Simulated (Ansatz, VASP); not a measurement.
## PbO: VASP beside Ansatz

```
CELL_PARAMETERS angstrom
3.89327 0.00000 0.00000
0.00000 3.89327 0.00000
0.00000 0.00000 4.91948
ATOMIC_POSITIONS crystal
Pb 0.00000 0.50000 0.23510
Pb 0.50000 0.00000 0.76490
O 0.00000 0.00000 0.00000
O 0.50000 0.50000 0.00000
```

Change from the starting cell: volume scaled by 0.94, crystal datasets.

Alike in both runs: task electric field gradients; functional LDA; k mesh 7 × 7 × 6; occupations fermi-dirac, width 0.03 eV; no spin polarisation.

|  | VASP | Ansatz |
| --- | --- | --- |
| version | VASP 6.6.1 | Ansatz 0.2.0 |
| potentials or method | VASP PAW LDA potentials, release 64 (Pb_d, O), cutoff 520 eV | all-electron PAW with datasets made for the crystal, scalar-relativistic |

|  | VASP | Ansatz | Ansatz less VASP |
| --- | --- | --- | --- |
| gap on the k mesh at the Fermi level (eV) | 1.35 | 1.37 | +0.023 |
| pressure (GPa) | 4.3 | 4.1 | -0.25 |
| traceless stress, the component that is largest in VASP (GPa) | -0.43 | -0.43 | -0.001 |
| rms of the force components (eV/Å) | 0.337 | 0.305 | -0.0319 |
| size of Vzz on the site where it differs most (V/Å²) | 246.8 | 234.4 | -12.42 |

LDA's correlation is that of Perdew and Zunger in VASP and of Perdew and Wang (1992) in Ansatz. Atom by atom the forces differ by 0.032 eV/Å (rms over components). Ansatz ran all-electron here, and VASP with PAW potentials.

Spin-orbit coupling is off throughout.
